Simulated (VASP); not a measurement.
SiC, 32 atoms in the cell. The typed cell holds 32 atoms: a = 6.155 Å, b = 6.155 Å, c = 10.077 Å, α = 90.00°, β = 90.00°, γ = 120.00°. 

| Property | Result |
| --- | --- |
| Program | VASP 6.6.1 |
| Task | single point |
| Functional | PBE |
| Potentials or basis | VASP PAW PBE potentials, release 64 (Si, C) |
| Cutoff | 520 eV |
| k mesh | 3 × 3 × 2 |
| Occupations | fermi-dirac, width 0.086 eV |
| Spin | no spin polarisation |
| Dipole correction | no |
| Further INCAR settings | LREAL = Auto; ALGO = Normal; EDIFF = 1e-07; NBANDS = 86 |

Potentials or basis: VASP PAW PBE potentials, release 64 (Si, C).

Run with:

```bash
$ cat potpaw_PBE.64/Si/POTCAR potpaw_PBE.64/C/POTCAR > POTCAR
$ mpirun -np 1 vasp_std > vasp.out
```

Hardware: 1 thread of Intel(R) Xeon(R) 6975P-C (Granite Rapids), on a shared host.

**Question.** How long does it take, and how much memory?

**Answer.** It took 4.5 min on 1 thread of Intel(R) Xeon(R) 6975P-C (Granite Rapids) (shared host), peak memory 0.49 GiB. Counts: scf iterations 16, k points 10.
